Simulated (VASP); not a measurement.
Write the native input for VASP 6.6.1 that does the following.

```
Task                   : single point
Functional             : r2SCAN
Dispersion             : D3(BJ)
Potentials or basis    : VASP PAW PBE potentials, release 64 (Co, Ti_sv)
Cutoff                 : 520 eV
k mesh                 : 9 × 9 × 9
Occupations            : fermi-dirac, width 0.025 eV
Spin                   : collinear spin, ferromagnetic start
Starting moments       : [2.0, 1.0] μB
Dipole correction      : no
Further INCAR settings : ALGO = Normal; EDIFF = 1e-07; NBANDS = 22
```

Crystal: TiCo.

```xyz
2
Lattice="2.9861 0.0000 0.0000 0.0000 2.9861 0.0000 0.0000 0.0000 2.9861" Properties=species:S:1:pos:R:3 pbc="T T T"
Co    1.4931    1.4931    1.4931
Ti    0.0000    0.0000    0.0000
```

The input as run:

POSCAR

```
TiCo
1.0
    2.9861109900      0.0000000000      0.0000000000
    0.0000000000      2.9861109900      0.0000000000
    0.0000000000      0.0000000000      2.9861109900
Co Ti
1 1
Direct
    0.5000000000      0.5000000000      0.5000000000
    0.0000000000      0.0000000000      0.0000000000
```

INCAR.step1

```
SYSTEM = TiCo
  PREC = Accurate
  ENCUT = 520
  ISMEAR = -1
  SIGMA = 0.025
  LREAL = .False.
  LASPH = .True.
  NELM = 150
  ISPIN = 2
  MAGMOM = 2 1
  LMAXMIX = 4
  NBANDS = 22
  GGA = PE
  ALGO = Normal
  EDIFF = 1E-4
  LWAVE = .True.
  LCHARG = .False.
```

INCAR.step2

```
SYSTEM = TiCo
  PREC = Accurate
  ENCUT = 520
  EDIFF = 1E-7
  ISMEAR = -1
  SIGMA = 0.025
  LREAL = .False.
  LASPH = .True.
  NELM = 150
  ALGO = Normal
  ISIF = 2
  LWAVE = .False.
  LCHARG = .True.
  ISPIN = 2
  MAGMOM = 2 1
  LORBIT = 11
  LMAXMIX = 4
  METAGGA = R2SCAN
  LMIXTAU = .True.
  IVDW = 12
  VDW_S6 = 1.0
  VDW_S8 = 0.78981345
  VDW_A1 = 0.49484001
  VDW_A2 = 5.73083694
  LELF = .True.
  LVHAR = .True.
  NBANDS = 22
  ISTART = 1
```

KPOINTS

```
regular mesh
0
Gamma
  9 9 9
  0 0 0
```

Potentials or basis: VASP PAW PBE potentials, release 64 (Co, Ti_sv).

Launch:

```sh
$ cat potpaw_PBE.64/Co/POTCAR potpaw_PBE.64/Ti_sv/POTCAR > POTCAR
$ cp INCAR.step1 INCAR
$ mpirun -np 1 vasp_std > vasp.out
$ cp INCAR.step2 INCAR
$ mpirun -np 1 vasp_std > vasp.out
```

Results of the run:

```yaml
Pressure: -2.3 GPa
Net_moment: 0.85 μB per cell
Site_moments: Co +1.37; Ti -0.30 μB
Valence_electrons_inside_the_program's_atomic_spheres: Co 8.32; Ti 10.25
Dispersion_energy_per_atom: -0.253 eV
```

Caveat: the PAW data sets were made with another functional, which shifts forces and pressure a little.

Wall time 2.5 min on 1 thread of AMD EPYC 7R13 Processor (Zen 3), with other jobs on the host, peak memory 0.15 GiB.
